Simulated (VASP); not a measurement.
# Ge3S (Pm-3n) in VASP: a series of runs

The runs below take Ge3S through single point, with PBE.

Program: VASP 6.6.1. These are calculated values, not measurements. Logs are shortened: lines on timing, memory, paths and dates and some standing lists are left out, and cuts for length are marked.

**1. The cell of the first run**

The structure is cubic, space group Pm-3n (No. 223). The conventional cell has a = 5.308 Å, b = 5.308 Å, c = 5.308 Å, α = 90.00°, β = 90.00°, γ = 90.00°. Ge (site symmetry -4m2) has 10 Ge at 2.65 to 3.25 Å and 4 S at 2.97 Å within 3.5 Å. Within 3.9 Å of S (site symmetry m-3) lie 12 Ge at 2.97 Å.

The cell was built from a structure type or drawn by symmetry, and may not be a known phase.

**2. Single point, PBE**

INCAR

```
SYSTEM = Ge3S
  PREC = Accurate
  ENCUT = 520
  EDIFF = 1E-7
  ISMEAR = 0
  SIGMA = 0.1
  LREAL = .False.
  LASPH = .True.
  NELM = 60
  ALGO = Normal
  ISIF = 2
  LWAVE = .False.
  LCHARG = .False.
  GGA = PE
  NBANDS = 58
```

KPOINTS

```
regular mesh
0
Gamma
  4 4 4
  0 0 0
```

POSCAR

```
Ge3S
1.0
    5.3083904600      0.0000000000      0.0000000000
    0.0000000000      5.3083904600      0.0000000000
    0.0000000000      0.0000000000      5.3083904600
Ge S
6 2
Direct
    0.5000000000      0.2500000000      0.0000000000
    0.5000000000      0.7500000000      0.0000000000
    0.2500000000      0.0000000000      0.5000000000
    0.7500000000      0.0000000000      0.5000000000
    0.0000000000      0.5000000000      0.2500000000
    0.0000000000      0.5000000000      0.7500000000
    0.5000000000      0.5000000000      0.5000000000
    0.0000000000      0.0000000000      0.0000000000
```

Potentials or basis: VASP PAW PBE potentials, release 64 (Ge_d, S).

The run is started by

```console
$ cat potpaw_PBE.64/Ge_d/POTCAR potpaw_PBE.64/S/POTCAR > POTCAR
$ mpirun -np 1 vasp_std > vasp.out
```

OUTCAR:

```text
SYSTEM = Ge3S
   PREC = Accurate
   ENCUT = 520
   EDIFF = 1E-7
   ISMEAR = 0
   LREAL = .False.
   LASPH = .True.
   NELM = 60
   ISIF = 2
   GGA = PE

 ion  position               nearest neighbor table
   1  0.500  0.250  0.000-   2 2.65   2 2.65
   2  0.500  0.750  0.000-   1 2.65   1 2.65
   3  0.250  0.000  0.500-   4 2.65   4 2.65
   4  0.750  0.000  0.500-   3 2.65   3 2.65
   5  0.000  0.500  0.250-   6 2.65   6 2.65
   6  0.000  0.500  0.750-   5 2.65   5 2.65
   7  0.500  0.500  0.500-
   8  0.000  0.000  0.000-

  LATTYP: Found a simple cubic cell.
 ALAT       =     5.3083904600

  Lattice vectors:

 A1 = (   5.3083904600,   0.0000000000,   0.0000000000)
 A2 = (   0.0000000000,   5.3083904600,   0.0000000000)
 A3 = (   0.0000000000,   0.0000000000,   5.3083904600)

Analysis of symmetry for initial positions (statically):
=====================================================================
 Subroutine PRICEL returns:
 Original cell was already a primitive cell.

 Routine SETGRP: Setting up the symmetry group for a
 simple cubic supercell.

 Subroutine GETGRP returns: Found 48 space group operations
 (whereof 24 operations were pure point group operations)
 out of a pool of 48 trial point group operations.

The static configuration has the point symmetry T_h .
 The point group associated with its full space group is O_h .

Analysis of symmetry for dynamics (positions and initial velocities):
=====================================================================
 Subroutine PRICEL returns:
 Original cell was already a primitive cell.

 Routine SETGRP: Setting up the symmetry group for a
 simple cubic supercell.

 Subroutine GETGRP returns: Found 48 space group operations
 (whereof 24 operations were pure point group operations)
 out of a pool of 48 trial point group operations.

The dynamic configuration has the point symmetry T_h .
 The point group associated with its full space group is O_h .

 Subroutine INISYM returns: Found 48 space group operations
 (whereof 24 operations are pure point group operations),
 and found     1 'primitive' translations

----------------------------------------------------------------------------------------

                                     Primitive cell

  volume of cell :     149.5852

  direct lattice vectors                    reciprocal lattice vectors
     5.308390460  0.000000000  0.000000000     0.188381018  0.000000000  0.000000000
     0.000000000  5.308390460  0.000000000     0.000000000  0.188381018  0.000000000
     0.000000000  0.000000000  5.308390460     0.000000000  0.000000000  0.188381018

  length of vectors
     5.308390460  5.308390460  5.308390460     0.188381018  0.188381018  0.188381018

  position of ions in fractional coordinates (direct lattice)
     0.500000000  0.250000000  0.000000000
     0.500000000  0.750000000  0.000000000
     0.250000000  0.000000000  0.500000000
     0.750000000  0.000000000  0.500000000
     0.000000000  0.500000000  0.250000000
     0.000000000  0.500000000  0.750000000
     0.500000000  0.500000000  0.500000000
     0.000000000  0.000000000  0.000000000

  ion indices of the primitive-cell ions
   primitive index   ion index
                 1           1
                 2           2
                 3           3
                 4           4
                 5           5
                 6           6
                 7           7
                 8           8

----------------------------------------------------------------------------------------

 KPOINTS: regular mesh

Automatic generation of k-mesh.
 Grid dimensions read from file:
 generate k-points for:    4    4    4

 Generating k-lattice:

  Cartesian coordinates                     Fractional coordinates (reciprocal lattice)
     0.047095255  0.000000000  0.000000000     0.250000000  0.000000000  0.000000000
     0.000000000  0.047095255  0.000000000     0.000000000  0.250000000  0.000000000
     0.000000000  0.000000000  0.047095255     0.000000000  0.000000000  0.250000000

  Length of vectors
     0.047095255  0.047095255  0.047095255

  Shift w.r.t. Gamma in fractional coordinates (k-lattice)
     0.000000000  0.000000000  0.000000000

 Subroutine IBZKPT returns following result:
 ===========================================

 Found     10 irreducible k-points:

 Following reciprocal coordinates:
            Coordinates               Weight
  0.000000  0.000000  0.000000      1.000000
  0.250000  0.000000  0.000000      6.000000
  0.500000  0.000000  0.000000      3.000000
  0.250000  0.250000  0.000000     12.000000
  0.500000  0.250000  0.000000     12.000000
  0.500000  0.500000  0.000000      3.000000
  0.250000  0.250000  0.250000      8.000000
  0.500000  0.250000  0.250000     12.000000
  0.500000  0.500000  0.250000      6.000000
  0.500000  0.500000  0.500000      1.000000
   k-points           NKPTS =     10   k-points in BZ     NKDIM =     10   number of bands    NBANDS=     58
   number of dos      NEDOS =    301   number of ions     NIONS =      8
   total plane-waves  NPLWV =  64000
   dimension x,y,z NGX =    40 NGY =   40 NGZ =   40
   dimension x,y,z NGXF=    80 NGYF=   80 NGZF=   80
   ions per type =               6   2
   NGX,Y,Z   is equivalent  to a cutoff of  12.53, 12.53, 12.53 a.u.
   NGXF,Y,Z  is equivalent  to a cutoff of  25.05, 25.05, 25.05 a.u.
 SYSTEM =  Ge3S
   PREC   = accura    normal or accurate (medium, high low for compatibility)
   ISTART =      0    job   : 0-new  1-cont  2-samecut
   ICHARG =      2    charge: 1-file 2-atom 10-const
   ISPIN  =      1    spin polarized calculation?
   LNONCOLLINEAR =      F non collinear calculations
   LSORBIT =      F    spin-orbit coupling
   LASPH  =      T    aspherical Exc in radial PAW
   ENCUT  =  520.0 eV  38.22 Ry    6.18 a.u.   9.87  9.87  9.87*2*pi/ulx,y,z
   NELM   =     60;   NELMIN=  2; NELMDL= -5     # of ELM steps
   EDIFF  = 0.1E-06   stopping-criterion for ELM
   LREAL  =      F    real-space projection
   EDIFFG = 0.1E-05   stopping-criterion for IOM
   NSW    =      0    number of steps for IOM
   IBRION =     -1    ionic relax: 0-MD 1-quasi-New 2-CG
   NFREE  =      0    steps in history (QN), initial steepest desc. (CG)
   ISIF   =      2    stress and relaxation
   ISYM   =      2    0-nonsym 1-usesym 2-fastsym
   POTIM  = 0.5000    time-step for ionic-motion
   TEBEG  =    0.0;   TEEND  =   0.0 temperature during run
   PSTRESS=    0.0 pullay stress
   NELECT =      96.0000    total number of electrons
   NUPDOWN=      -1.0000    fix difference up-down
   EMIN   =  10.00;   EMAX   =-10.00  energy-range for DOS
   EFERMI =   0.00;   METHOD = LEGACY
   ISMEAR =     0;   SIGMA  =   0.10  broadening in eV -4-tet -1-fermi 0-gaus
   EFERMI_NEDOS =   21; number of points for ismear=-14 and -15
   IALGO  =     38    algorithm
   IMIX   =      4    mixing-type and parameters
     AMIX     =   0.40;   BMIX     =  1.00
     AMIX_MAG =   1.60;   BMIX_MAG =  1.00
  volume/ion in A,a.u.               =      18.70       126.18
  Fermi-wavevector in a.u.,A,eV,Ry     =   1.412112  2.668504 27.130826  1.994059
  Thomas-Fermi vector in A             =   2.533894
   LORBIT       =      0    0 simple, 1 ext, 2 COOP (PROOUT), +10 PAW based schemes
   GGA     = PE    functional components
   LHFCALC =     F    Hartree Fock is set to
   AEXX    =    0.0000 exact exchange contribution
   IVDW    =     0    specifies the selected vdW correction
   LEPSILON=     F    determine dielectric tensor
   LRPA    =     F    only Hartree local field effects (RPA)
 non-spin polarized calculation
 Gauss-broadening in eV      SIGMA  =   0.10
  energy-cutoff  :      520.00
  volume of cell :      149.59
 maximum number of plane-waves:      4068
 NGX is ok and might be reduce to    40
   NGX = 19   NGY = 19   NGZ = 19

 number of electron      95.9999973 magnetization

 Free energy of the ion-electron system (eV)
  ---------------------------------------------------
  ext. energy  EPLUGINS =         0.00000000
  ---------------------------------------------------
  free energy    TOTEN  =       -32.18098122 eV

  energy without entropy =      -32.15986721  energy(sigma->0) =      -32.17042421

 E-fermi :   6.5928     XC(G=0): -11.0797

 val. band max:        6.5785886993   @ k =   0.2500   0.0000   0.0000
 cond. band min:       6.9122901773   @ k =   0.5000   0.2500   0.0000
 fundamental gap:      0.3337014780
 Fermi energy:         6.5927507209

 k-point     1 :       0.0000    0.0000    0.0000
  band No.  band energies     occupation
      1     -18.2224      2.00000
      2     -18.2160      2.00000
      3     -18.2160      2.00000
      4     -18.1552      2.00000
      5     -18.1543      2.00000
      6     -18.1543      2.00000
[... 50 lines left out ...]
     57      11.5708      0.00000
     58      11.5708      0.00000

 k-point     2 :       0.2500    0.0000    0.0000
  band No.  band energies     occupation
      1     -18.2198      2.00000
      2     -18.2166      2.00000
      3     -18.1820      2.00000
      4     -18.1560      2.00000
      5     -18.1509      2.00000
      6     -18.1480      2.00000
[... 50 lines left out ...]
     57      10.4957      0.00000
     58      11.6991      0.00000

 k-point     3 :       0.5000    0.0000    0.0000
  band No.  band energies     occupation
      1     -18.2181      2.00000
      2     -18.2181      2.00000
      3     -18.1530      2.00000
      4     -18.1530      2.00000
      5     -18.1426      2.00000
      6     -18.1426      2.00000
[... 362 lines left out ...]
      3     -18.1458      2.00000
      4     -18.1425      2.00000
      5     -18.1425      2.00000
      6     -18.1341      2.00000
[... 50 lines left out ...]
     57       9.8757      0.00000
     58       9.8757      0.00000

 k-point    10 :       0.5000    0.5000    0.5000
  band No.  band energies     occupation
      1     -18.1411      2.00000
      2     -18.1411      2.00000
      3     -18.1411      2.00000
      4     -18.1411      2.00000
      5     -18.1411      2.00000
      6     -18.1411      2.00000
[... 50 lines left out ...]
     57       8.8270      0.00000
     58       8.8270      0.00000

------------------------ aborting loop because EDIFF is reached ----------------------------------------

  FORCE on cell =-STRESS in cart. coord.  units (eV):
  Direction    XX          YY          ZZ          XY          YZ          ZX
  --------------------------------------------------------------------------------------
  -------------------------------------------------------------------------------------
  Total        2.8440319      2.8440319      2.8440319     -0.0000000     -0.0000000      0.0000000
  in kB       30.4618635     30.4618635     30.4618635     -0.0000000     -0.0000000      0.0000000
  external PRESSURE =      30.4618635 kB  Pullay stress =       0.0000000 kB

 VOLUME and BASIS-vectors are now :
 -----------------------------------------------------------------------------
  energy-cutoff  :      520.00
  volume of cell :      149.59
      direct lattice vectors                 reciprocal lattice vectors
     5.308390460  0.000000000  0.000000000     0.188381018  0.000000000  0.000000000
     0.000000000  5.308390460  0.000000000     0.000000000  0.188381018  0.000000000
     0.000000000  0.000000000  5.308390460     0.000000000  0.000000000  0.188381018

 POSITION                                       TOTAL-FORCE (eV/Angst)
 -----------------------------------------------------------------------------------
      2.65420      1.32710      0.00000        -0.000000     -0.000000     -0.000000
      2.65420      3.98129      0.00000         0.000000     -0.000000     -0.000000
      1.32710      0.00000      2.65420         0.000000      0.000000      0.000000
      3.98129      0.00000      2.65420        -0.000000      0.000000     -0.000000
      0.00000      2.65420      1.32710         0.000000     -0.000000     -0.000000
      0.00000      2.65420      3.98129         0.000000     -0.000000      0.000000
      2.65420      2.65420      2.65420         0.000000     -0.000000      0.000000
      0.00000      0.00000      0.00000         0.000000     -0.000000      0.000000
 -----------------------------------------------------------------------------------
    total drift:                               -0.000000     -0.000000      0.000000

  FREE ENERGIE OF THE ION-ELECTRON SYSTEM (eV)
  ---------------------------------------------------
  free  energy   TOTEN  =       -32.1809812205 eV

  energy  without entropy=      -32.1598672053  energy(sigma->0) =      -32.17042421
```

It took 2.2 min on 1 thread of AMD EPYC 7R43 (Zen 3), shared host; peak memory 0.22 GiB.

Results:

```yaml
Free_energy: -32.1810 eV
Pressure: 3.0 GPa
Band_gap_on_the_k_mesh: zero (bands 48 and 49 overlap by 2.01 eV)
```

Caveat: the cell stands under pressure.

**3. Single point, PBE**

This run uses another cell than the first one, of 19.53 Å³/atom.

INCAR

```
SYSTEM = Ge3S
  PREC = Accurate
  ENCUT = 520
  EDIFF = 1E-7
  ISMEAR = 0
  SIGMA = 0.1
  LREAL = .FALSE.
  LASPH = .TRUE.
  NELM = 100
  ALGO = Normal
  ISIF = 2
  LWAVE = .FALSE.
  LCHARG = .FALSE.
  GGA = PE
  NBANDS = 58
```

KPOINTS

```
regular mesh
0
G
  8 8 8
  0 0 0
```

POSCAR, as its differences from that of step 2:

```diff
@@ -2,5 +2,5 @@
 1.0
-    5.3083904600      0.0000000000      0.0000000000
-    0.0000000000      5.3083904600      0.0000000000
-    0.0000000000      0.0000000000      5.3083904600
+    5.3860044158      0.0000000000      0.0000000000
+    0.0000000000      5.3860044158      0.0000000000
+    0.0000000000      0.0000000000      5.3860044158
 Ge S
```

Potentials or basis: VASP PAW PBE potentials, release 64 (Ge_d, S).

The run is started by

```console
$ cat potpaw_PBE.64/Ge_d/POTCAR potpaw_PBE.64/S/POTCAR > POTCAR
$ mpirun -np 1 vasp_std > vasp.out
```

Wall time 7.8 min (1 thread of AMD EPYC 7R43 (Zen 3), shared host); peak memory 0.35 GiB.

The run converged. Its results:

| Property | Result |
| --- | --- |
| Free energy | -31.9751 eV |
| Pressure | 0.0 GPa |
| Band gap on the k mesh | zero (bands 48 and 49 overlap by 1.82 eV) |

Levels at points of the mesh, in eV from the Fermi level:
```csv
k point,band 45,band 46,band 47,band 48,band 49,band 50,band 51,band 52
"(0.00, 0.00, 0.00)",-3.51,-3.51,-1.37,-0.57,-0.57,-0.57,0.43,0.43
"(0.50, 0.00, 0.00)",-2.03,-2.03,-1.15,-1.15,0.60,0.60,0.74,0.74
"(0.50, 0.50, 0.00)",-1.22,-1.15,-0.73,-0.73,0.25,0.25,1.60,1.67
"(0.50, 0.50, 0.50)",-1.49,-1.49,1.25,1.25,1.25,1.25,1.25,1.25
```
